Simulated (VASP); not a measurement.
Set up this calculation in VASP 6.6.1, as the native input.

- Task: single point
- Functional: PBEsol
- Potentials or basis: VASP PAW PBE potentials, release 64 (Mo_sv, S)
- Cutoff: 520 eV
- k mesh: 10 × 10 × 2
- Occupations: gaussian, width 0.05 eV
- Spin: no spin polarisation
- Dipole correction: no
- Further INCAR settings: ALGO = Normal; EDIFF = 1e-06; NBANDS = 35

The structure of MoS2 lies in POSCAR:

```
MoS2
1.0
   -3.1414322132      0.0000000000      0.0000000000
   -1.5707161066     -2.7205601009      0.0000000000
   -4.3196263648     -2.4939374445     12.5788195080
Mo S
2 4
Direct
    0.1041583333      0.1041583333      0.2500000000
   -0.0208583333     -0.0208583333      0.7500000000
   -0.2405702236     -0.2405702236      0.6260538420
    0.5511131097      0.5511131097      0.1260538420
   -0.4678131097     -0.4678131097      0.8739461580
    0.3238702236      0.3238702236      0.3739461580
```

One way to write it, as run:

INCAR

```
  ALGO = Normal
  EDIFF = 1E-6
  ENCUT = 520
  GGA = PS
  ISIF = 2
  ISMEAR = 0
  LASPH = T
  LCHARG = F
  LREAL = F
  LWAVE = F
  NBANDS = 35
  NELM = 100
  PREC = Accurate
  SIGMA = 0.05
```

KPOINTS

```
k-points
0
Gamma
  10 10 2
```

Potentials or basis: VASP PAW PBE potentials, release 64 (Mo_sv, S).

Run with:

```sh
$ cat potpaw_PBE.64/Mo_sv/POTCAR potpaw_PBE.64/S/POTCAR > POTCAR
$ mpirun -np 1 vasp_std > vasp.out
```

Results of the run:

The pressure is 0.0 GPa. The largest force is 0.046 eV/Å. The band gap on the k mesh is 1.03 eV (least direct gap 1.97 eV).

Caveat: the PAW data sets were made with another functional, which shifts forces and pressure a little; this functional lacks dispersion, which binds the layers, so the pressure and a relaxed spacing across them are unreliable.

It took 3.5 min on 1 thread of Intel(R) Xeon(R) Platinum 8259CL CPU @ 2.50GHz (Skylake/Cascade Lake), with other jobs on the host, peak memory 0.35 GiB.
